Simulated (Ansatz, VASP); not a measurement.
**SnO2: VASP beside Ansatz**

The input POSCAR:

```
SnO2
1.0
    4.8081794617      0.0000000000      0.0000000000
    0.0000000000      4.8081794617      0.0000000000
    0.0000000000      0.0000000000      3.1791028580
Sn O
2 4
Direct
    0.0000000000      0.0000000000      0.0000000000
    0.5000000000      0.5000000000      0.5000000000
    0.3059414550      0.3059414550      0.0000000000
    0.1940585450      0.8059414550      0.5000000000
    0.8059414550      0.1940585450      0.5000000000
    0.6940585450      0.6940585450      0.0000000000
```

Contents of INCAR.step1:

```
PREC = Accurate
ENCUT = 520
ISMEAR = 0
SIGMA = 0.01
LREAL = F
LASPH = T
NELM = 80
NBANDS = 35
GGA = PE
ALGO = Normal
EDIFF = 1E-4
LWAVE = T
LCHARG = F
```

INCAR.step2

```
PREC = Accurate
ENCUT = 520
EDIFF = 1E-6
ISMEAR = 0
SIGMA = 0.01
LREAL = F
LASPH = T
NELM = 80
ALGO = Normal
ISIF = 2
LWAVE = F
LCHARG = T
METAGGA = R2SCAN
LMIXTAU = T
LELF = T
LVHAR = T
NBANDS = 35
ISTART = 1
```

File KPOINTS:

```
Automatic mesh
0
Gamma
  6 6 8
```

Input for Ansatz:

```yaml
crystal:
  lattice:
    - [4.8081794617, 0.0, 0.0]
    - [0.0, 4.8081794617, 0.0]
    - [0.0, 0.0, 3.179102858]
  atoms:
    - { symbol: Sn, position: [0.0, 0.0, 0.0] }
    - { symbol: Sn, position: [0.5, 0.5, 0.5] }
    - { symbol: O, position: [0.305941455, 0.305941455, 0.0] }
    - { symbol: O, position: [0.194058545, 0.805941455, 0.5] }
    - { symbol: O, position: [0.805941455, 0.194058545, 0.5] }
    - { symbol: O, position: [0.694058545, 0.694058545, 0.0] }
kpoints:
  mp_grid: { grid: [6, 6, 8] }
  band_path:
    path:
      - [0.0, 0.0, 0.0]
      - [0.0, 0.5, 0.0]
      - [0.5, 0.5, 0.0]
      - [0.0, 0.0, 0.5]
      - [0.0, 0.5, 0.5]
      - [0.5, 0.5, 0.5]
    npoints: 1
hamiltonian:
  xc: r2scan
scf:
  occupations: { method: fixed }
  n_extra_bands: 5
output:
  forces: true
  stress: true
  eigenvalues: true
  write_density: true
  write_potential: true
  elf: true
  volumetric_format: npy
```

Change from the starting cell: epitaxial_xy strain +1.0%.

Alike in both runs: task single point; functional r2SCAN; k mesh 6 × 6 × 8; no spin polarisation.

```csv
,VASP,Ansatz
version,VASP 6.6.1,Ansatz 0.2.0
potentials or method,"VASP PAW PBE potentials, release 64 (Sn_d, O)","plane waves, PAW"
plane-wave cutoff (eV),520,500
occupations,"gaussian, width 0.01 eV",fixed
valence electrons in the cell,52,52
```

|  | VASP | Ansatz | Ansatz less VASP |
| --- | --- | --- | --- |
| gap on the k mesh at the Fermi level (eV) | 1.69 | 1.67 | -0.024 |
| pressure (GPa) | -1.1 | -2.1 | -1.05 |
| traceless stress, the component that is largest in VASP (GPa) | 2.50 | 2.10 | -0.393 |
| rms of the force components (eV/Å) | 0.016 | 0.002 | -0.0138 |

VASP's potentials were made for PBE, not for r2SCAN. Atom by atom the forces differ by 0.017 eV/Å (rms over components).
